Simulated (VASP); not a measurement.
A run of VASP 6.6.1:

File INCAR:

```
PREC = Accurate ; ENCUT = 520
EDIFF = 1E-7 ; ISMEAR = -1
SIGMA = 0.05 ; LREAL = F
LASPH = T ; NELM = 60
ALGO = Normal ; ISIF = 2
LWAVE = F ; LCHARG = F
GGA = PE ; NBANDS = 16
```

Contents of KPOINTS:

```
Automatic mesh
0
Gamma
  12 12 12
```

Contents of POSCAR:

```
HgTe
1.0
    0.0000000000      2.8924183491      2.8924183491
    2.8924183491      0.0000000000      2.8924183491
    2.8924183491      2.8924183491      0.0000000000
Hg Te
1 1
Direct
    0.0000000000      0.0000000000      0.0000000000
    0.2500000000      0.2500000000      0.2500000000
```

Potentials or basis: VASP PAW PBE potentials, release 64 (Hg, Te).

Run with:

```console
$ cat potpaw_PBE.64/Hg/POTCAR potpaw_PBE.64/Te/POTCAR > POTCAR
$ mpirun -np 1 vasp_std > vasp.out
```

Hardware: 1 thread of AMD EPYC 7R13, with other jobs on the host.

Question: How long does it take, and how much memory?

Answer: It took 61 s on 1 thread of AMD EPYC 7R13 (shared host), peak memory 0.18 GiB. Counts: scf iterations 14, k points 72.
